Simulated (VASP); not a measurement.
Write the native input for VASP 6.6.1 that does the following.

| Quantity | Value |
| --- | --- |
| Task | density of states |
| Functional | LDA |
| Potentials or basis | VASP PAW LDA potentials, release 64 (Ta_pv) |
| Cutoff | 520 eV |
| k mesh | 14 × 14 × 14 |
| Occupations | fermi-dirac, width 0.05 eV |
| Spin | no spin polarisation |
| Dipole correction | no |
| k mesh for the DOS | 21 × 21 × 21 |
| Occupations for the DOS | tetrahedron |
| Further INCAR settings | ALGO = Normal; EDIFF = 1e-06 |

Ta:

```
Ta
1.0
     1.97682    0.00000    0.00000
     0.00000    1.97682    0.00000
     0.00000    0.00000    1.97682
Ta
1
Direct
  0.00000 0.00000 0.00000
```

This cell differs from its parent crystal: volume scaled by 0.4.

One way to write it, as run:

POSCAR

```
Ta
1.0
    1.9768198352      0.0000000000      0.0000000000
    0.0000000000      1.9768198352      0.0000000000
    0.0000000000      0.0000000000      1.9768198352
Ta
1
Direct
    0.0000000000      0.0000000000      0.0000000000
```

INCAR.step1

```
SYSTEM = Ta
ALGO     = Normal         ! electronic algorithm
EDIFF    = 1E-6           ! SCF threshold, eV
ENCUT    = 520            ! plane-wave cutoff, eV
GGA      = CA             ! functional
ISIF     = 2              ! what is computed and relaxed
ISMEAR   = -1             ! smearing method
LASPH    = .True.         ! aspherical terms in the spheres
LCHARG   = .True.         ! write CHGCAR
LMAXMIX  = 4              ! l up to which the mixer works
LREAL    = .False.        ! projectors in reciprocal space
LWAVE    = .False.        ! write WAVECAR
NBANDS   = 12             ! bands
NELM     = 60             ! most SCF steps
PREC     = Accurate       ! precision mode
SIGMA    = 0.05           ! smearing width, eV
```

KPOINTS.step1

```
k-points
0
Gamma
  14 14 14
  0 0 0
```

INCAR.step2

```
SYSTEM = Ta
ALGO     = Normal         ! electronic algorithm
EDIFF    = 1E-6           ! SCF threshold, eV
ENCUT    = 520            ! plane-wave cutoff, eV
GGA      = CA             ! functional
ICHARG   = 11             ! starting density
ISIF     = 2              ! what is computed and relaxed
ISMEAR   = -5             ! smearing method
LASPH    = .True.         ! aspherical terms in the spheres
LCHARG   = .False.        ! write CHGCAR
LMAXMIX  = 4              ! l up to which the mixer works
LORBIT   = 10             ! projections on sites
LREAL    = .False.        ! projectors in reciprocal space
LWAVE    = .False.        ! write WAVECAR
NEDOS    = 1001           ! points of the DOS
NELM     = 60             ! most SCF steps
PREC     = Accurate       ! precision mode
SIGMA    = 0.05           ! smearing width, eV
```

KPOINTS.step2

```
k-points
0
Gamma
  21 21 21
  0 0 0
```

Potentials or basis: VASP PAW LDA potentials, release 64 (Ta_pv).

The run is started by

```console
$ cat potpaw_LDA.64/Ta_pv/POTCAR > POTCAR
$ cp INCAR.step1 INCAR
$ cp KPOINTS.step1 KPOINTS
$ mpirun -np 1 vasp_std > vasp.out
$ cp INCAR.step2 INCAR
$ cp KPOINTS.step2 KPOINTS
$ mpirun -np 1 vasp_std > vasp.out
```

Wall time 9.1 s on 1 thread of Intel(R) Xeon(R) Platinum 8559C (Emerald Rapids), on a shared host, peak memory 0.13 GiB.
